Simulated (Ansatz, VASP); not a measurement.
## AlNi: VASP beside Ansatz

```xyz
2
Lattice="2.8444 0.0000 0.0000 0.0000 2.8444 0.0000 0.0000 0.0000 2.8444" Properties=species:S:1:pos:R:3 pbc="T T T"
Al    0.0000    0.0000   -0.0983
Ni    1.4222    1.4222    1.4674
```

Change from the starting cell: mode 6 frozen in at -0.100 Å, equal normal strain along x, y and z -0.0167.

Alike in both runs: task single point; functional PBE; k mesh 16 × 16 × 16; occupations gaussian, width 0.15 eV; no spin polarisation.

|  | VASP | Ansatz |
| --- | --- | --- |
| version | VASP 6.6.1 | Ansatz 0.2.0 |
| potentials or method | VASP PAW PBE potentials, release 64 (Al, Ni), cutoff 520 eV | scalar-relativistic, plane waves, PAW |
| valence electrons in the cell | 13 | 21 |

|  | VASP | Ansatz | Ansatz less VASP |
| --- | --- | --- | --- |
| gap on the k mesh at the Fermi level (eV) | none | none | - |
| pressure (GPa) | 10.5 | 10.5 | -0.06 |
| traceless stress, the component that is largest in VASP (GPa) | -0.90 | -0.89 | +0.011 |
| rms of the force components (eV/Å) | 0.574 | 0.571 | -0.0035 |

Atom by atom the forces differ by 0.004 eV/Å (rms over components). A gap of «none» marks a metal or a gap that the smearing closes. VASP's potentials hold 13 valence electrons a cell and Ansatz's 21, so a difference there can come from the potentials and not from the codes.
